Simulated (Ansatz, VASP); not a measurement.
# One calculation of BaS, two programs

```
Ba S
1.0
    -0.03194    3.17778    3.17778
     3.17778   -0.03194    3.17778
     3.17778    3.17778   -0.03194
Ba S
1 1
Direct
  0.00000 0.00000 0.00000
  0.50000 0.50000 0.50000
```

Change from the starting cell: equal xy, yz and zx shear strains of -1 %, crystal datasets.

Alike in both runs: task electric field gradients; functional LDA; k mesh 7 × 7 × 7; occupations fermi-dirac, width 0.01 eV; no spin polarisation.

```csv
,VASP,Ansatz
version,VASP 6.6.1,Ansatz 0.2.0
potentials or method,"VASP PAW LDA potentials, release 64 (Ba_sv, S), cutoff 520 eV","all-electron PAW with datasets made for the crystal, scalar-relativistic"
```

VASP gave:

```
gap on the k mesh at the Fermi level (eV)                     : 1.94
pressure (GPa)                                                : -1.8
traceless stress, the component that is largest in VASP (GPa) : 0.19
size of Vzz on the site where it differs most (V/Å²)          : 6.9
```

**Question.** What did Ansatz give for the same quantities?

**Answer.** gap on the k mesh at the Fermi level (eV): 2.04; pressure (GPa): -2.5; traceless stress, the component that is largest in VASP (GPa): 0.19; size of Vzz on the site where it differs most (V/Å²): 6.9.

LDA's correlation is that of Perdew and Zunger in VASP and of Perdew and Wang (1992) in Ansatz. Ansatz ran all-electron here, and VASP with PAW potentials.

Neither program's run includes spin-orbit coupling.
